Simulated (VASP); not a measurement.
# Ru (P6_3/mmc) in VASP: notebook

Runs on Ru. Level: PBE. Tasks: single point.

Everything below comes from runs of VASP 6.6.1. Logs are shortened: lines on timing, memory, paths and dates and some standing lists are left out, and cuts for length are marked.

## 1. The cell of the first run

The structure is hexagonal, space group P6_3/mmc (No. 194). The conventional cell has a = 2.706 Å, b = 2.706 Å, c = 4.282 Å, α = 90.00°, β = 90.00°, γ = 120.00°. Within 3.5 Å of Ru (site symmetry -6m2) lie 12 Ru at 2.65 to 2.71 Å.

## 2. Single point, PBE

Contents of INCAR:

```
SYSTEM = Ru
  PREC = Accurate
  ENCUT = 520
  EDIFF = 1E-6
  ISMEAR = 0
  SIGMA = 0.1
  LREAL = .False.
  LASPH = .True.
  NELM = 100
  ALGO = Normal
  ISIF = 2
  LWAVE = .False.
  LCHARG = .True.
  GGA = PE
  LELF = .True.
  LVHAR = .True.
  NBANDS = 21
```

Contents of KPOINTS:

```
regular mesh
0
Gamma
  9 9 4
  0 0 0
```

Contents of POSCAR:

```
Ru
1.0
    2.7058000000      0.0000000000      0.0000000000
   -1.3529000000      2.3432915376      0.0000000000
    0.0000000000      0.0000000000      4.2819000000
Ru
2
Direct
    0.3333333333      0.6666666667      0.2500000000
    0.6666666667      0.3333333333      0.7500000000
```

Potentials or basis: VASP PAW PBE potentials, release 64 (Ru_pv).

Run with:

```
cat potpaw_PBE.64/Ru_pv/POTCAR > POTCAR
mpirun -np 1 vasp_std > vasp.out
```

OUTCAR:

```text
SYSTEM = Ru
   PREC = Accurate
   ENCUT = 520
   EDIFF = 1E-6
   ISMEAR = 0
   LREAL = .False.
   LASPH = .True.
   NELM = 100
   ISIF = 2
   GGA = PE

 ion  position               nearest neighbor table
   1  0.333  0.667  0.250-   2 2.65   2 2.65   2 2.65   2 2.65   2 2.65   2 2.65
   2  0.667  0.333  0.750-   1 2.65   1 2.65   1 2.65   1 2.65   1 2.65   1 2.65

  LATTYP: Found a hexagonal cell.
 ALAT       =     2.7058000000
 C/A-ratio  =     1.5824894671

  Lattice vectors:

 A1 = (   2.7058000000,   0.0000000000,   0.0000000000)
 A2 = (  -1.3529000000,   2.3432915376,   0.0000000000)
 A3 = (   0.0000000000,   0.0000000000,   4.2819000000)

Analysis of symmetry for initial positions (statically):
=====================================================================
 Subroutine PRICEL returns:
 Original cell was already a primitive cell.

 Routine SETGRP: Setting up the symmetry group for a
 hexagonal supercell.

 Subroutine GETGRP returns: Found 24 space group operations
 (whereof 12 operations were pure point group operations)
 out of a pool of 24 trial point group operations.

The static configuration has the point symmetry D_3d.
 The point group associated with its full space group is D_6h.

Analysis of symmetry for dynamics (positions and initial velocities):
=====================================================================
 Subroutine PRICEL returns:
 Original cell was already a primitive cell.

 Routine SETGRP: Setting up the symmetry group for a
 hexagonal supercell.

 Subroutine GETGRP returns: Found 24 space group operations
 (whereof 12 operations were pure point group operations)
 out of a pool of 24 trial point group operations.

The dynamic configuration has the point symmetry D_3d.
 The point group associated with its full space group is D_6h.

 Subroutine INISYM returns: Found 24 space group operations
 (whereof 12 operations are pure point group operations),
 and found     1 'primitive' translations

----------------------------------------------------------------------------------------

                                     Primitive cell

  volume of cell :      27.1493

  direct lattice vectors                    reciprocal lattice vectors
     2.705800000  0.000000000  0.000000000     0.369576465  0.213375072  0.000000000
    -1.352900000  2.343291538  0.000000000     0.000000000  0.426750144  0.000000000
     0.000000000  0.000000000  4.281900000     0.000000000  0.000000000  0.233541185

  length of vectors
     2.705800000  2.705800000  4.281900000     0.426750144  0.426750144  0.233541185

  position of ions in fractional coordinates (direct lattice)
     0.333333333  0.666666667  0.250000000
     0.666666667  0.333333333  0.750000000

  ion indices of the primitive-cell ions
   primitive index   ion index
                 1           1
                 2           2

----------------------------------------------------------------------------------------

 KPOINTS: regular mesh

Automatic generation of k-mesh.
 Grid dimensions read from file:
 generate k-points for:    9    9    4

 Generating k-lattice:

  Cartesian coordinates                     Fractional coordinates (reciprocal lattice)
     0.041064052  0.023708341  0.000000000     0.111111111  0.000000000  0.000000000
     0.000000000  0.047416683  0.000000000     0.000000000  0.111111111  0.000000000
     0.000000000  0.000000000  0.058385296     0.000000000  0.000000000  0.250000000

  Length of vectors
     0.047416683  0.047416683  0.058385296

  Shift w.r.t. Gamma in fractional coordinates (k-lattice)
     0.000000000  0.000000000  0.000000000

 Subroutine IBZKPT returns following result:
 ===========================================

 Found     36 irreducible k-points:

 Following reciprocal coordinates:
            Coordinates               Weight
  0.000000  0.000000  0.000000      1.000000
  0.111111 -0.000000  0.000000      6.000000
  0.222222  0.000000  0.000000      6.000000
  0.333333  0.000000  0.000000      6.000000
  0.444444  0.000000  0.000000      6.000000
  0.111111  0.111111  0.000000      6.000000
[... 16 lines left out ...]
  0.333333  0.222222  0.250000     24.000000
  0.333333  0.333333  0.250000      4.000000
 [... further k-points ...]
   k-points           NKPTS =     36   k-points in BZ     NKDIM =     36   number of bands    NBANDS=     21
   number of dos      NEDOS =    301   number of ions     NIONS =      2
   total plane-waves  NPLWV =  12800
   dimension x,y,z NGX =    20 NGY =   20 NGZ =   32
   dimension x,y,z NGXF=    40 NGYF=   40 NGZF=   64
   ions per type =               2
   NGX,Y,Z   is equivalent  to a cutoff of  12.29, 12.29, 12.42 a.u.
   NGXF,Y,Z  is equivalent  to a cutoff of  24.58, 24.58, 24.85 a.u.
 SYSTEM =  Ru
   PREC   = accura    normal or accurate (medium, high low for compatibility)
   ISTART =      0    job   : 0-new  1-cont  2-samecut
   ICHARG =      2    charge: 1-file 2-atom 10-const
   ISPIN  =      1    spin polarized calculation?
   LNONCOLLINEAR =      F non collinear calculations
   LSORBIT =      F    spin-orbit coupling
   LASPH  =      T    aspherical Exc in radial PAW
   ENCUT  =  520.0 eV  38.22 Ry    6.18 a.u.   5.03  5.03  7.96*2*pi/ulx,y,z
   NELM   =    100;   NELMIN=  2; NELMDL= -5     # of ELM steps
   EDIFF  = 0.1E-05   stopping-criterion for ELM
   LREAL  =      F    real-space projection
   EDIFFG = 0.1E-04   stopping-criterion for IOM
   NSW    =      0    number of steps for IOM
   IBRION =     -1    ionic relax: 0-MD 1-quasi-New 2-CG
   NFREE  =      0    steps in history (QN), initial steepest desc. (CG)
   ISIF   =      2    stress and relaxation
   ISYM   =      2    0-nonsym 1-usesym 2-fastsym
   POTIM  = 0.5000    time-step for ionic-motion
   TEBEG  =    0.0;   TEEND  =   0.0 temperature during run
   PSTRESS=    0.0 pullay stress
   NELECT =      28.0000    total number of electrons
   NUPDOWN=      -1.0000    fix difference up-down
   EMIN   =  10.00;   EMAX   =-10.00  energy-range for DOS
   EFERMI =   0.00;   METHOD = LEGACY
   ISMEAR =     0;   SIGMA  =   0.10  broadening in eV -4-tet -1-fermi 0-gaus
   EFERMI_NEDOS =   21; number of points for ismear=-14 and -15
   IALGO  =     38    algorithm
   IMIX   =      4    mixing-type and parameters
     AMIX     =   0.40;   BMIX     =  1.00
     AMIX_MAG =   1.60;   BMIX_MAG =  1.00
  volume/ion in A,a.u.               =      13.57        91.61
  Fermi-wavevector in a.u.,A,eV,Ry     =   1.654022  3.125649 37.222674  2.735789
  Thomas-Fermi vector in A             =   2.742361
   LORBIT       =      0    0 simple, 1 ext, 2 COOP (PROOUT), +10 PAW based schemes
   GGA     = PE    functional components
   LHFCALC =     F    Hartree Fock is set to
   AEXX    =    0.0000 exact exchange contribution
   IVDW    =     0    specifies the selected vdW correction
   LEPSILON=     F    determine dielectric tensor
   LRPA    =     F    only Hartree local field effects (RPA)
 non-spin polarized calculation
 Gauss-broadening in eV      SIGMA  =   0.10
  energy-cutoff  :      520.00
  volume of cell :       27.15
 maximum number of plane-waves:       742
 NGX is ok and might be reduce to    20
   NGX =  9   NGY =  9   NGZ = 15

 number of electron      28.0000009 magnetization

 Free energy of the ion-electron system (eV)
  ---------------------------------------------------
  ext. energy  EPLUGINS =         0.00000000
  ---------------------------------------------------
  free energy    TOTEN  =       -18.45654973 eV

  energy without entropy =      -18.44546080  energy(sigma->0) =      -18.45100527

 E-fermi :  13.0169     XC(G=0): -14.1213

 val. band max:       13.0133943462   @ k =   0.3333   0.3333   0.2500
 cond. band min:      13.0358742457   @ k =   0.3333   0.0000   0.0000
 fundamental gap:      0.0224798995
 Fermi energy:        13.0168855507

 k-point     1 :       0.0000    0.0000    0.0000
  band No.  band energies     occupation
      1     -30.8177      2.00000
      2     -29.8706      2.00000
      3     -29.8706      2.00000
      4     -29.7004      2.00000
      5     -29.7004      2.00000
      6     -29.6744      2.00000
[... 13 lines left out ...]
     20      23.2563      0.00000
     21      23.2898      0.00000

 k-point     2 :       0.1111   -0.0000    0.0000
  band No.  band energies     occupation
      1     -30.7762      2.00000
      2     -29.9581      2.00000
      3     -29.8999      2.00000
      4     -29.7913      2.00000
      5     -29.7126      2.00000
      6     -29.6939      2.00000
[... 13 lines left out ...]
     20      23.2562      0.00000
     21      23.2784      0.00000

 k-point     3 :       0.2222    0.0000    0.0000
  band No.  band energies     occupation
      1     -30.6614      2.00000
      2     -30.1797      2.00000
      3     -30.0137      2.00000
      4     -29.9707      2.00000
      5     -29.7527      2.00000
      6     -29.7463      2.00000
[... 13 lines left out ...]
     20      23.2562      0.00000
     21      23.2658      0.00000

 k-point     4 :       0.3333    0.0000    0.0000
  band No.  band energies     occupation
      1     -30.5033      2.00000
      2     -30.4314      2.00000
      3     -30.2547      2.00000
      4     -30.0471      2.00000
      5     -29.8466      2.00000
      6     -29.7876      2.00000
[... 13 lines left out ...]
     20      23.2556      0.00000
     21      23.2577      0.00000

 k-point     5 :       0.4444    0.0000    0.0000
  band No.  band energies     occupation
      1     -30.5950      2.00000
      2     -30.4060      2.00000
      3     -30.3618      2.00000
      4     -30.0953      2.00000
      5     -29.9460      2.00000
      6     -29.8157      2.00000
[... 13 lines left out ...]
     20      23.2556      0.00000
     21      23.7508      0.00000
[... 382 lines left out ...]
     20      23.2536      0.00000
     21      23.7805      0.00000

 k-point    22 :       0.2222    0.2222    0.2500
  band No.  band energies     occupation
      1     -30.5590      2.00000
      2     -30.4533      2.00000
      3     -30.1518      2.00000
      4     -30.1459      2.00000
      5     -29.9570      2.00000
      6     -29.8450      2.00000
[... 13 lines left out ...]
     20      23.2557      0.00000
     21      24.8319      0.00000

 k-point    23 :       0.3333    0.2222    0.2500
  band No.  band energies     occupation
      1     -30.5797      2.00000
      2     -30.4910      2.00000
      3     -30.2909      2.00000
      4     -30.1039      2.00000
      5     -30.0188      2.00000
      6     -29.8967      2.00000
[... 13 lines left out ...]
     20      23.2539      0.00000
     21      23.4713      0.00000

 k-point    24 :       0.3333    0.3333    0.2500
  band No.  band energies     occupation
      1     -30.4750      2.00000
      2     -30.4750      2.00000
      3     -30.4282      2.00000
      4     -30.1706      2.00000
      5     -29.9645      2.00000
      6     -29.9645      2.00000
[... 13 lines left out ...]
     20      23.2557      0.00000
     21      23.2557      0.00000

 [... further k-points ...]
[... 5 lines left out ...]
  --------------------------------------------------------------------------------------
  -------------------------------------------------------------------------------------
  Total        0.9172395      0.9172395      0.4972728      0.0000000      0.0000000     -0.0000000
  in kB       54.1295980     54.1295980     29.3458541      0.0000000      0.0000000     -0.0000000
  external PRESSURE =      45.8683500 kB  Pullay stress =       0.0000000 kB

 VOLUME and BASIS-vectors are now :
 -----------------------------------------------------------------------------
  energy-cutoff  :      520.00
  volume of cell :       27.15
      direct lattice vectors                 reciprocal lattice vectors
     2.705800000  0.000000000  0.000000000     0.369576465  0.213375072  0.000000000
    -1.352900000  2.343291538  0.000000000     0.000000000  0.426750144  0.000000000
     0.000000000  0.000000000  4.281900000     0.000000000  0.000000000  0.233541185

 POSITION                                       TOTAL-FORCE (eV/Angst)
 -----------------------------------------------------------------------------------
     -0.00000      1.56219      1.07048         0.000000     -0.000000      0.000000
      1.35290      0.78110      3.21143        -0.000000      0.000000      0.000000
 -----------------------------------------------------------------------------------
    total drift:                               -0.000000      0.000000     -0.000000

  FREE ENERGIE OF THE ION-ELECTRON SYSTEM (eV)
  ---------------------------------------------------
  free  energy   TOTEN  =       -18.4565497313 eV

  energy  without entropy=      -18.4454608010  energy(sigma->0) =      -18.45100527
```

Wall time 10 s (1 thread of AMD EPYC 7R13 (Zen 3), shared host); peak memory 0.11 GiB.

What came out:

| Item | Value |
| --- | --- |
| Free energy | -18.4565 eV |
| Pressure | 4.6 GPa |
| Band gap on the k mesh | zero (band 14 reaches 14.31 eV, above the bottom of band 15 at 11.27 eV) |

Levels at points of the mesh, in eV from the Fermi level:
```csv
k point,band 10,band 11,band 12,band 13,band 14,band 15,band 16,band 17,band 18,band 19
"(0.00, 0.00, 0.00)",-2.77,-2.60,-2.08,-2.08,-1.57,-1.57,1.00,1.00,1.12,10.11
"(0.00, 0.00, 0.50)",-2.93,-2.93,-2.93,-2.89,-2.89,0.37,0.37,0.37,0.37,10.24
```

Caveat: the k points lie up to 0.37 Å⁻¹ apart.

## 3. Single point, PBE

This run uses another cell than the first one, of 13.77 Å³/atom, 1.014 times its volume.

Contents of INCAR:

```
  PREC = Accurate
  ENCUT = 520
  EDIFF = 1E-6
  ISMEAR = 0
  SIGMA = 0.1
  LREAL = F
  LASPH = T
  NELM = 60
  ALGO = Fast
  ISIF = 2
  LWAVE = F
  LCHARG = F
  GGA = PE
  NBANDS = 21
```

Contents of KPOINTS:

```
regular mesh
0
Gamma
  18 18 10
```

Contents of POSCAR:

```
Ru
1.0
    2.7200250913      0.0000000000      0.0000000000
   -1.3600125457      2.3556108280      0.0000000000
    0.0000000000      0.0000000000      4.2967694965
Ru
2
Direct
    0.3333333333      0.6666666667      0.2500000000
    0.6666666667      0.3333333333      0.7500000000
```

Potentials or basis: VASP PAW PBE potentials, release 64 (Ru_pv).

Run with:

```
cat potpaw_PBE.64/Ru_pv/POTCAR > POTCAR
mpirun -np 1 vasp_std > vasp.out
```

It took 63 s on 1 thread of AMD EPYC 7R13 (Zen 3), shared host; peak memory 0.18 GiB.

Results (log left out):

- Free energy: -18.4717 eV
- Pressure: -0.1 GPa
- Band gap on the k mesh: zero (band 14 reaches 14.05 eV, above the bottom of band 15 at 10.98 eV)

Levels at points of the mesh, in eV from the Fermi level:
```tsv
k point	band 10	band 11	band 12	band 13	band 14	band 15	band 16	band 17	band 18	band 19
(0.00, 0.00, 0.00)	-2.53	-2.35	-1.86	-1.86	-1.37	-1.37	1.16	1.16	1.30	10.17
(0.50, 0.00, 0.00)	-2.96	-2.02	-1.77	-1.48	1.39	1.80	1.88	3.99	6.03	10.97
(0.00, 0.00, 0.50)	-2.70	-2.70	-2.70	-2.65	-2.65	0.54	0.54	0.54	0.54	10.45
(0.50, 0.00, 0.50)	-4.42	-1.03	-1.03	0.45	0.45	1.64	1.64	3.35	3.35	10.37
```
